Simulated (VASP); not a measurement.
The system is BN.

```
CELL_PARAMETERS angstrom
0.00000 1.85897 1.78138
1.85897 0.00000 1.78138
1.85897 1.85897 0.00000
ATOMIC_POSITIONS crystal
B 0.00000 0.00000 0.00000
N 0.25000 0.25000 0.25000
```

This cell differs from its parent crystal: epitaxial xy strain +3.0%.

Base run:

```yaml
Program: VASP 6.6.1
Functional: r2SCAN
Potentials_or_basis: VASP PAW PBE potentials, release 64 (B, N)
Cutoff: 520 eV
k_mesh: 12 × 12 × 12
Occupations: gaussian, width 0.01 eV
Spin: no spin polarisation
```

Its results: band gap on the k mesh 4.20 eV, indirect (least direct gap 8.88 eV); pressure -15.6 GPa.

Task: The run is repeated on the same cell with these changes: functional from r2SCAN to PBE; occupations from gaussian, width 0.01 eV to fermi-dirac, width 0.02 eV. What comes out?

Result: Band gap on the k mesh 3.71 eV, indirect (least direct gap 8.18 eV); pressure -11.6 GPa.

Caveats: the PAW data sets were made with another functional, which shifts forces and pressure a little (some runs).

A k mesh can miss the band edges.
